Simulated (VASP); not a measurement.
# WS2 in VASP: notebook, part 2 of 2

VASP 6.6.1.

### Step 5. Single point, PBEsol

Input file INCAR:

```
SYSTEM = WS2
PREC = Accurate
ENCUT = 520
EDIFF = 1E-7
ISMEAR = -1
SIGMA = 0.1
LREAL = .FALSE.
LASPH = .TRUE.
NELM = 60
ALGO = Normal
ISIF = 2
LWAVE = .FALSE.
LCHARG = .TRUE.
GGA = PS
LELF = .TRUE.
LVHAR = .TRUE.
NBANDS = 35
```

Input file KPOINTS:

```
Automatic mesh
0
G
  6 6 1
  0 0 0
```

Input file POSCAR:

```
WS2
1.0
    3.1832090000      0.0000000000      0.0000000000
   -1.5916045000      2.7567398596      0.0000000000
    0.0000000000      0.0000000000     23.6687630000
W S
2 4
Direct
    0.3333333333      0.6666666667      0.6373180000
    0.6666666667      0.3333333333      0.3626820000
    0.3333333333      0.6666666667      0.2968160000
    0.6666666667      0.3333333333      0.5714420000
    0.3333333333      0.6666666667      0.4285580000
    0.6666666667      0.3333333333      0.7031840000
```

Potentials or basis: VASP PAW PBE potentials, release 64 (W_sv, S).

On the command line:

```console
$ cat potpaw_PBE.64/W_sv/POTCAR potpaw_PBE.64/S/POTCAR > POTCAR
$ mpirun -np 1 vasp_std > vasp.out
```

OUTCAR:

```text
SYSTEM = WS2
   PREC = Accurate
   ENCUT = 520
   EDIFF = 1E-7
   ISMEAR = -1
   LREAL = .FALSE.
   LASPH = .TRUE.
   NELM = 60
   ISIF = 2
   GGA = PS

 ion  position               nearest neighbor table
   1  0.333  0.667  0.637-   6 2.41   6 2.41   6 2.41   4 2.41   4 2.41   4 2.41
   2  0.667  0.333  0.363-   3 2.41   3 2.41   3 2.41   5 2.41   5 2.41   5 2.41
   3  0.333  0.667  0.297-   2 2.41   2 2.41   2 2.41
   4  0.667  0.333  0.571-   1 2.41   1 2.41   1 2.41
   5  0.333  0.667  0.429-   2 2.41   2 2.41   2 2.41
   6  0.667  0.333  0.703-   1 2.41   1 2.41   1 2.41

  LATTYP: Found a hexagonal cell.
 ALAT       =     3.1832090000
 C/A-ratio  =     7.4355039207

  Lattice vectors:

 A1 = (   3.1832090000,   0.0000000000,   0.0000000000)
 A2 = (  -1.5916045000,   2.7567398596,   0.0000000000)
 A3 = (   0.0000000000,   0.0000000000,  23.6687630000)

Analysis of symmetry for initial positions (statically):
=====================================================================
 Subroutine PRICEL returns:
 Original cell was already a primitive cell.

 Routine SETGRP: Setting up the symmetry group for a
 hexagonal supercell.

 Subroutine GETGRP returns: Found 12 space group operations
 (whereof 12 operations were pure point group operations)
 out of a pool of 24 trial point group operations.

The static configuration has the point symmetry D_3d.

Analysis of symmetry for dynamics (positions and initial velocities):
=====================================================================
 Subroutine PRICEL returns:
 Original cell was already a primitive cell.

 Routine SETGRP: Setting up the symmetry group for a
 hexagonal supercell.

 Subroutine GETGRP returns: Found 12 space group operations
 (whereof 12 operations were pure point group operations)
 out of a pool of 24 trial point group operations.

The dynamic configuration has the point symmetry D_3d.

 Subroutine INISYM returns: Found 12 space group operations
 (whereof 12 operations are pure point group operations),
 and found     1 'primitive' translations

----------------------------------------------------------------------------------------

                                     Primitive cell

  volume of cell :     207.7000

  direct lattice vectors                    reciprocal lattice vectors
     3.183209000  0.000000000  0.000000000     0.314148396  0.181373661  0.000000000
    -1.591604500  2.756739860  0.000000000     0.000000000  0.362747321  0.000000000
     0.000000000  0.000000000 23.668763000     0.000000000  0.000000000  0.042249779

  length of vectors
     3.183209000  3.183209000 23.668763000     0.362747321  0.362747321  0.042249779

  position of ions in fractional coordinates (direct lattice)
     0.333333333  0.666666667  0.637318000
     0.666666667  0.333333333  0.362682000
     0.333333333  0.666666667  0.296816000
     0.666666667  0.333333333  0.571442000
     0.333333333  0.666666667  0.428558000
     0.666666667  0.333333333  0.703184000

  ion indices of the primitive-cell ions
   primitive index   ion index
                 1           1
                 2           2
                 3           3
[... 26 lines left out ...]
 ===========================================

 Found      7 irreducible k-points:

 Following reciprocal coordinates:
            Coordinates               Weight
  0.000000  0.000000  0.000000      1.000000
  0.166667  0.000000  0.000000      6.000000
  0.333333  0.000000  0.000000      6.000000
  0.500000  0.000000  0.000000      3.000000
  0.166667  0.166667  0.000000      6.000000
  0.333333  0.166667  0.000000     12.000000
  0.333333  0.333333  0.000000      2.000000
   k-points           NKPTS =      7   k-points in BZ     NKDIM =      7   number of bands    NBANDS=     35
   number of dos      NEDOS =    301   number of ions     NIONS =      6
   total plane-waves  NPLWV = 103680
   dimension x,y,z NGX =    24 NGY =   24 NGZ =  180
   dimension x,y,z NGXF=    48 NGYF=   48 NGZF=  360
   ions per type =               2   4
   NGX,Y,Z   is equivalent  to a cutoff of  12.53, 12.53, 12.64 a.u.
   NGXF,Y,Z  is equivalent  to a cutoff of  25.07, 25.07, 25.29 a.u.
 SYSTEM =  WS2
   PREC   = accura    normal or accurate (medium, high low for compatibility)
   ISTART =      0    job   : 0-new  1-cont  2-samecut
   ICHARG =      2    charge: 1-file 2-atom 10-const
   ISPIN  =      1    spin polarized calculation?
   LNONCOLLINEAR =      F non collinear calculations
   LSORBIT =      F    spin-orbit coupling
   LASPH  =      T    aspherical Exc in radial PAW
   ENCUT  =  520.0 eV  38.22 Ry    6.18 a.u.   5.92  5.92 44.01*2*pi/ulx,y,z
   NELM   =     60;   NELMIN=  2; NELMDL= -5     # of ELM steps
   EDIFF  = 0.1E-06   stopping-criterion for ELM
   LREAL  =      F    real-space projection
   EDIFFG = 0.1E-05   stopping-criterion for IOM
   NSW    =      0    number of steps for IOM
   IBRION =     -1    ionic relax: 0-MD 1-quasi-New 2-CG
   NFREE  =      0    steps in history (QN), initial steepest desc. (CG)
   ISIF   =      2    stress and relaxation
   ISYM   =      2    0-nonsym 1-usesym 2-fastsym
   POTIM  = 0.5000    time-step for ionic-motion
   TEBEG  =    0.0;   TEEND  =   0.0 temperature during run
   PSTRESS=    0.0 pullay stress
   NELECT =      52.0000    total number of electrons
   NUPDOWN=      -1.0000    fix difference up-down
   EMIN   =  10.00;   EMAX   =-10.00  energy-range for DOS
   EFERMI =   0.00;   METHOD = LEGACY
   ISMEAR =    -1;   SIGMA  =   0.10  broadening in eV -4-tet -1-fermi 0-gaus
   EFERMI_NEDOS =   21; number of points for ismear=-14 and -15
   IALGO  =     38    algorithm
   IMIX   =      4    mixing-type and parameters
     AMIX     =   0.40;   BMIX     =  1.00
     AMIX_MAG =   1.60;   BMIX_MAG =  1.00
  volume/ion in A,a.u.               =      34.62       233.60
  Fermi-wavevector in a.u.,A,eV,Ry     =   1.031804  1.949826 14.485021  1.064619
  Thomas-Fermi vector in A             =   2.165970
   LORBIT       =      0    0 simple, 1 ext, 2 COOP (PROOUT), +10 PAW based schemes
   GGA     = PS    functional components
   LHFCALC =     F    Hartree Fock is set to
   AEXX    =    0.0000 exact exchange contribution
   IVDW    =     0    specifies the selected vdW correction
   LEPSILON=     F    determine dielectric tensor
   LRPA    =     F    only Hartree local field effects (RPA)
 non-spin polarized calculation
  energy-cutoff  :      520.00
  volume of cell :      207.70
 maximum number of plane-waves:      5628
 NGX is ok and might be reduce to    24
   NGX = 11   NGY = 11   NGZ = 89

 number of electron      52.0000000 magnetization

 Free energy of the ion-electron system (eV)
  ---------------------------------------------------
  ext. energy  EPLUGINS =         0.00000000
  ---------------------------------------------------
  free energy    TOTEN  =       -50.49144860 eV

  energy without entropy =      -50.49127121  energy(sigma->0) =      -50.49135991

 E-fermi :   1.6206     XC(G=0):  -6.1816

 val. band max:        0.9706849975   @ k =   0.0000   0.0000   0.0000
 cond. band min:       2.4345026942   @ k =   0.3333   0.3333   0.0000
 fundamental gap:      1.4638176967
 Fermi energy:         1.6205854184

 k-point     1 :       0.0000    0.0000    0.0000
  band No.  band energies     occupation
      1     -73.3008      2.00000
      2     -73.3007      2.00000
      3     -37.5502      2.00000
      4     -37.5501      2.00000
      5     -37.3930      2.00000
      6     -37.3930      2.00000
[... 255 lines left out ...]
     34       6.1831      0.00000
     35       7.3912      0.00000

------------------------ aborting loop because EDIFF is reached ----------------------------------------

  FORCE on cell =-STRESS in cart. coord.  units (eV):
  Direction    XX          YY          ZZ          XY          YZ          ZX
  --------------------------------------------------------------------------------------
  -------------------------------------------------------------------------------------
  Total       -2.4793081     -2.4793081     -0.6510090      0.0000000     -0.0000000      0.0000000
  in kB      -19.1251383    -19.1251383     -5.0218194      0.0000000     -0.0000000      0.0000000
  external PRESSURE =     -14.4240320 kB  Pullay stress =       0.0000000 kB

 VOLUME and BASIS-vectors are now :
 -----------------------------------------------------------------------------
  energy-cutoff  :      520.00
  volume of cell :      207.70
      direct lattice vectors                 reciprocal lattice vectors
     3.183209000  0.000000000  0.000000000     0.314148396  0.181373661  0.000000000
    -1.591604500  2.756739860  0.000000000     0.000000000  0.362747321  0.000000000
     0.000000000  0.000000000 23.668763000     0.000000000  0.000000000  0.042249779

 POSITION                                       TOTAL-FORCE (eV/Angst)
 -----------------------------------------------------------------------------------
     -0.00000      1.83783     15.08453        -0.000000      0.000000      0.006561
      1.59160      0.91891      8.58423         0.000000     -0.000000     -0.006561
     -0.00000      1.83783      7.02527         0.000000     -0.000000      0.088546
      1.59160      0.91891     13.52533        -0.000000      0.000000      0.063235
     -0.00000      1.83783     10.14344         0.000000     -0.000000     -0.063235
      1.59160      0.91891     16.64350        -0.000000      0.000000     -0.088546
 -----------------------------------------------------------------------------------
    total drift:                               -0.000000     -0.000000     -0.000000

  FREE ENERGIE OF THE ION-ELECTRON SYSTEM (eV)
  ---------------------------------------------------
  free  energy   TOTEN  =       -50.4914486044 eV

  energy  without entropy=      -50.4912712122  energy(sigma->0) =      -50.49135991
```

Wall time 95 s (1 thread of AMD EPYC 7R13 (Zen 3), shared host); peak memory 0.28 GiB.

What came out:

* Free energy: -50.4914 eV
* Largest force: 0.089 eV/Å
* Band gap on the k mesh: 1.46 eV, indirect (least direct gap 1.76 eV)

Forces on the atoms (eV/Å):
```
W    0.000  0.000  0.007
W    0.000  0.000 -0.007
S    0.000  0.000  0.089
S    0.000  0.000  0.063
S    0.000  0.000 -0.063
S    0.000  0.000 -0.089
```

Caveat: the PAW data sets were made with another functional, which shifts forces and pressure a little; spin-orbit coupling is left out, which moves the levels of the heavy elements.

### Step 6. Single point, PBEsol

Input file INCAR:

```
SYSTEM = WS2
PREC = Accurate ; ENCUT = 520
EDIFF = 1E-6 ; ISMEAR = -1
SIGMA = 0.1 ; LREAL = .FALSE.
LASPH = .TRUE. ; NELM = 80
ALGO = Normal ; ISIF = 2
LWAVE = .FALSE. ; LCHARG = .FALSE.
GGA = PS ; NBANDS = 35
```

Input file KPOINTS:

```
regular mesh
0
G
  7 7 1
  0 0 0
```

POSCAR is that of step 5.

Potentials or basis: VASP PAW PBE potentials, release 64 (W_sv, S).

On the command line:

```console
$ cat potpaw_PBE.64/W_sv/POTCAR potpaw_PBE.64/S/POTCAR > POTCAR
$ mpirun -np 1 vasp_std > vasp.out
```

Run time: 1.9 min. Hardware: 1 thread of AMD EPYC 7R13 (Zen 3), shared host; peak memory 0.28 GiB.

Results (log left out):

```
Free energy            : -50.4985 eV
Largest force          : 0.095 eV/Å
Band gap on the k mesh : 1.64 eV, indirect (least direct gap 2.40 eV)
```

Forces in eV/Å, atoms in the order of the input:
```
W    0.000  0.000  0.007
W    0.000  0.000 -0.007
S    0.000  0.000  0.095
S    0.000  0.000  0.071
S    0.000  0.000 -0.071
S    0.000  0.000 -0.095
```

Levels at points of the mesh, in eV from the valence-band top:
```
           k point  band 23  band 24  band 25  band 26  band 27  band 28  band 29  band 30
(0.00, 0.00, 0.00)    -1.96    -1.96    -0.49     0.00     2.58     2.58     2.58     2.58
```

Caveat: the PAW data sets were made with another functional, which shifts forces and pressure a little; spin-orbit coupling is left out, which moves the levels of the heavy elements.

### Step 7. Summary

```csv
k mesh,gap on the mesh (eV),largest force (eV/Å)
3 × 3 × 1,1.51,0.28
4 × 4 × 1,1.87,0.15
5 × 5 × 1,1.66,0.10
6 × 6 × 1,1.46,0.09
7 × 7 × 1,1.64,0.10
```

Alike in all rows: task single point; level PBEsol; potentials or basis VASP PAW PBE potentials, release 64 (W_sv, S); no spin polarisation; cell as given; cutoff (eV) 520; smearing fermi-dirac 0.1 eV.

Caveats: some runs use coarse meshes; the PAW data sets were made with another functional, which shifts forces and pressure a little; spin-orbit coupling is left out, which moves the levels of the heavy elements.

Absolute energies hang on the potentials; compare differences alone.
